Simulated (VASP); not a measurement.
A run of VASP 6.6.1:

INCAR

```
  PREC = Accurate
  ENCUT = 520
  EDIFF = 1E-6
  ISMEAR = -1
  SIGMA = 0.05
  LREAL = F
  LASPH = T
  NELM = 150
  ALGO = Normal
  ISIF = 2
  LWAVE = F
  LCHARG = T
  ISPIN = 2
  MAGMOM = 0.5 0
  LORBIT = 11
  NUPDOWN = 0.5
  LMAXMIX = 4
  GGA = PE
  LELF = T
  LVHAR = T
  NBANDS = 17
```

File KPOINTS:

```
regular mesh
0
Gamma
  8 8 8
```

The input POSCAR:

```
AlCo
1.0
    2.8194032100      0.0000000000      0.0000000000
    0.0000000000      2.8194032100      0.0000000000
    0.0000000000      0.0000000000      2.8194032100
Co Al
1 1
Direct
    0.5000000000      0.5000000000      0.5000000000
    0.0000000000      0.0000000000      0.0000000000
```

Potentials or basis: VASP PAW PBE potentials, release 64 (Co, Al).

Command:

```bash
$ cat potpaw_PBE.64/Co/POTCAR potpaw_PBE.64/Al/POTCAR > POTCAR
$ mpirun -np 1 vasp_std > vasp.out
```

Hardware: 1 thread of Intel(R) Xeon(R) Platinum 8488C (Sapphire Rapids), with other jobs on the host.

Task: Estimate the wall time of this run.

Result: Wall time 15 s on 1 thread of Intel(R) Xeon(R) Platinum 8488C (Sapphire Rapids), on a shared host, peak memory 0.16 GiB. Counts: scf iterations 13, k points 35.
